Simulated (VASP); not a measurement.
Runs of VASP 6.6.1 on TiAl3. The structure is that of space group I4/mmm (No. 139), or close to it. The cells are those of the table. 

```tsv
cell	further INCAR settings	gap on the mesh (eV)	pressure (GPa)
a = 5.354 Å, angles 138.4, 138.4, 60.3°, 4 atoms	ALGO = Fast; EDIFF = 1e-07; NBANDS = 18	none	(a)
a = 5.133 Å, angles 134.8, 134.8, 65.8°, 4 atoms	ALGO = Fast; EDIFF = 1e-06; NBANDS = 18	none	-9.5
a = 5.084 Å, angles 133.9, 133.9, 67.2°, 4 atoms	ALGO = Fast; EDIFF = 1e-06; NBANDS = 18	none	-9.5
a = 5.296 Å, angles 137.5, 137.5, 61.7°, 4 atoms	ALGO = Fast; EDIFF = 1e-06; NBANDS = 18	none	-9.0
```

Alike in all rows: task single point; level LDA; potentials or basis VASP PAW LDA potentials, release 64 (Ti_sv, Al); no spin polarisation; k mesh 16 × 16 × 16; cutoff (eV) 520; smearing gaussian 0.15 eV.

Problem. Estimate the missing entries.

Solution. (a) -8.6.

Caveats: the stress differs along the axes, from -17 to -5 GPa (at least some runs); the cell stands under tension (at least some runs); the stress differs along the axes, from -12 to -4 GPa (at least some runs); the stress differs along the axes, from -14 to -6 GPa (at least some runs).

A gap of «none» marks levels without a gap at the run's occupations.
